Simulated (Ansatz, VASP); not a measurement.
**One calculation of BaTiO3, two programs**

Contents of INCAR:

```
ALGO     = Normal         # electronic algorithm
EDIFF    = 1E-6           # SCF threshold, eV
ENCUT    = 520            # plane-wave cutoff, eV
GGA      = PE             # functional
ISIF     = 2              # what is computed and relaxed
ISMEAR   = 0              # smearing method
LASPH    = T              # aspherical terms in the spheres
LCHARG   = F              # write CHGCAR
LDAU     = T              # DFT+U
LDAUJ    = 0 0 0        
LDAUL    = -1 2 -1        # shell
LDAUPRINT= 1            
LDAUTYPE = 2            
LDAUU    = 0 5 0          # U, eV
LMAXMIX  = 4              # l up to which the mixer works
LREAL    = F              # projectors in reciprocal space
LWAVE    = F              # write WAVECAR
NBANDS   = 28             # bands
NELM     = 150            # most SCF steps
PREC     = Accurate       # precision mode
SIGMA    = 0.01           # smearing width, eV
```

Contents of KPOINTS:

```
k-points
0
Gamma
  6 6 6
```

File POSCAR:

```
BaTiO3
1.0
    4.0060000000      0.0000000000      0.0000000000
    0.0000000000      4.0060000000      0.0000000000
    0.0000000000      0.0000000000      4.0060000000
Ba Ti O
1 1 3
Direct
    0.5000000000      0.5000000000      0.5000000000
    0.0000000000      0.0000000000      0.0000000000
    0.5000000000      0.0000000000      0.0000000000
    0.0000000000      0.5000000000      0.0000000000
    0.0000000000      0.0000000000      0.5000000000
```

Input for Ansatz:

```yaml
crystal:
  lattice:
    - [4.006, 0.0, 0.0]
    - [0.0, 4.006, 0.0]
    - [0.0, 0.0, 4.006]
  atoms:
    - { symbol: Ba, position: [0.5, 0.5, 0.5] }
    - { symbol: Ti, position: [0.0, 0.0, 0.0] }
    - { symbol: O, position: [0.5, 0.0, 0.0] }
    - { symbol: O, position: [0.0, 0.5, 0.0] }
    - { symbol: O, position: [0.0, 0.0, 0.5] }
kpoints:
  mp_grid:
    grid: [6, 6, 6]
hamiltonian:
  xc: pbe
  hubbard:
    - { species: Ti, l: d, u_eff: 5.0 }
scf:
  occupations:
    method: fixed
output:
  eigenvalues: true
```

Alike in both runs: task single point; functional PBE; k mesh 6 × 6 × 6; no spin polarisation; Hubbard terms Ti d U = 5.0 eV.

|  | VASP | Ansatz |
| --- | --- | --- |
| version | VASP 6.6.1 | Ansatz 0.2.0 |
| potentials or method | VASP PAW PBE potentials, release 64 (Ba_sv, Ti_sv, O) | plane waves, PAW |
| plane-wave cutoff (eV) | 520 | 420 |
| occupations | gaussian, width 0.01 eV | fixed |
| valence electrons in the cell | 40 | 40 |

|  | VASP | Ansatz | Ansatz less VASP |
| --- | --- | --- | --- |
| gap on the k mesh at the Fermi level (eV) | 2.34 | 2.39 | +0.055 |

The programs project onto different local orbitals, so the same U acts differently, and such runs can settle in different states.

Spin-orbit coupling is off throughout.
